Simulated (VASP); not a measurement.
Wanted: the native input for a VASP 6.6.1 run.

* Task: single point
* Functional: PBE
* Potentials or basis: VASP PAW PBE potentials, release 64 (Si, C)
* Cutoff: 520 eV
* k mesh: 15 × 15 × 8
* Occupations: fermi-dirac, width 0.08 eV
* Spin: no spin polarisation
* Dipole correction: no
* Further INCAR settings: ALGO = Normal; EDIFF = 1e-06; NBANDS = 16

The structure of SiC lies in POSCAR:

```
SiC
1.0
    2.9837182602      0.0000000000      0.0000000000
   -1.4918591301      2.5839758111      0.0000000000
    0.0000000000      0.0000000000      5.0480000000
Si C
2 2
Direct
    0.3333333333      0.6666666667      0.0000000000
    0.6666666667      0.3333333333      0.5000000000
    0.3333333333      0.6666666667      0.3850000000
    0.6666666667      0.3333333333      0.8850000000
```

This cell differs from its parent crystal: equal xx and yy strain of -3 %.

These files were run (other wordings do the same):

INCAR

```
SYSTEM = SiC
PREC     = Accurate       ! precision mode
ENCUT    = 520            ! plane-wave cutoff, eV
EDIFF    = 1E-6           ! SCF threshold, eV
ISMEAR   = -1             ! smearing method
SIGMA    = 0.08           ! smearing width, eV
LREAL    = .False.        ! projectors in reciprocal space
LASPH    = .True.         ! aspherical terms in the spheres
NELM     = 80             ! most SCF steps
ALGO     = Normal         ! electronic algorithm
ISIF     = 2              ! what is computed and relaxed
LWAVE    = .False.        ! write WAVECAR
LCHARG   = .False.        ! write CHGCAR
GGA      = PE             ! functional
NBANDS   = 16             ! bands
```

KPOINTS

```
Automatic mesh
0
Gamma
  15 15 8
  0 0 0
```

Potentials or basis: VASP PAW PBE potentials, release 64 (Si, C).

The run is started by

```console
$ cat potpaw_PBE.64/Si/POTCAR potpaw_PBE.64/C/POTCAR > POTCAR
$ mpirun -np 1 vasp_std > vasp.out
```

Results of the run:

```json
{"Pressure": "20.3 GPa", "Largest force": "1.152 eV/Å", "Band gap on the k mesh": "2.29 eV (least direct gap 4.51 eV)"}
```

Caveat: the cell differs from its parent crystal (equal xx and yy strain of -3 %); the cell stands under pressure; an odd mesh through Γ misses points on the zone boundary, where band edges can lie; forces of over 1 eV/Å act on the atoms, so gaps and moduli don't describe the material at rest.

Wall time 50 s on 1 thread of AMD EPYC 7R43 64-Core Processor (Zen 3) (shared host), peak memory 0.17 GiB.
